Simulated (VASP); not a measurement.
The system is TaH3.

```
Ta H
1.0
    -4.16801    4.16801    4.16801
     4.16801   -4.16801    4.16801
     4.16801    4.16801   -4.16801
Ta H
4 12
Cartesian
  2.0840 2.0840 2.0840
  2.0840 2.0840 -2.0840
  2.0840 -2.0840 2.0840
  -2.0840 2.0840 2.0840
  4.1680 2.2460 1.9220
  1.9220 4.1680 2.2460
  2.2460 1.9220 4.1680
  4.1680 2.2460 -1.9220
  6.0900 0.0000 1.9220
  1.9220 2.2460 0.0000
  0.0000 1.9220 6.0900
  2.2460 0.0000 1.9220
  2.2460 -1.9220 4.1680
  0.0000 1.9220 2.2460
  -1.9220 4.1680 2.2460
  1.9220 6.0900 0.0000
```

* Program: VASP 6.6.1
* Task: relaxation of cell and atoms
* Functional: PBE
* Potentials or basis: VASP PAW PBE potentials, release 64 (Ta_pv, H)
* Cutoff: 600 eV
* k mesh: 4 × 4 × 4
* Occupations: gaussian, width 0.1 eV
* Spin: no spin polarisation

At the start: pressure -14.8 GPa; volume 18.10 Å³/atom.

Q: How do energy, volume and symmetry change on relaxing?

A: Over 23 steps the energy falls by 567.0 meV/atom and the volume is 8.96 Å³/atom (-50.5 %); space group Im-3 (No. 204, to 0.1 Å) before and after.

Step by step:
```
step  energy change (eV)  largest force (eV/Å)  pressure (GPa)  volume (Å³)
   1              0.0000                0.2021          -14.84       289.63
   2             -5.3967                0.0298          -10.30       224.87
   3             -6.7384                0.1146           -2.70       194.13
   4             -6.7922                0.1646            0.62       185.90
   5             -6.7954                0.1532           -0.17       187.68
   6             -6.8114                0.1600           -0.16       187.43
   7             -6.8635                0.1795           -0.16       186.67
   8             -6.9845                0.2139           -0.28       185.17
   9             -7.2840                0.2583           -0.98       182.17
  10             -7.9652                0.1999           -4.01       176.29
  11             -7.8890                0.6592          -13.86       164.90
  12             -8.3054                0.0258           -7.02       172.17
  13             -8.3578                0.1971           -9.68       169.24
  14             -8.3661                0.1185           -8.80       170.18
  15             -8.3704                0.1219           -8.83       170.05
  16             -8.3830                0.1322           -8.90       169.65
  17             -8.4060                0.1538           -9.05       168.84
  18             -8.4435                0.2005           -9.38       167.24
  19             -8.4795                0.3077          -10.01       164.08
  20             -8.5310                0.2963           -9.66       163.10
  21             -8.6728                0.2611           -8.55       160.18
  22             -8.8968                0.1862           -6.05       154.45
  23             -9.0726                0.0232            0.31       143.41
```

Final structure:
```
Ta H
1.0
    -3.29741    3.29741    3.29741
     3.29741   -3.29741    3.29741
     3.29741    3.29741   -3.29741
Ta H
4 12
Cartesian
  1.6487 1.6487 1.6487
  1.6487 1.6487 -1.6487
  1.6487 -1.6487 1.6487
  -1.6487 1.6487 1.6487
  3.2974 2.2578 1.0357
  1.0357 3.2974 2.2578
  2.2578 1.0357 3.2974
  3.2974 2.2578 -1.0357
  4.3331 0.0000 1.0396
  1.0396 2.2617 0.0000
  0.0000 1.0396 4.3331
  2.2617 0.0000 1.0396
  2.2578 -1.0357 3.2974
  0.0000 1.0396 2.2617
  -1.0357 3.2974 2.2578
  1.0396 4.3331 0.0000
```

Caveat: the volume moved by over 15 % at a fixed basis, so the end points are rough.
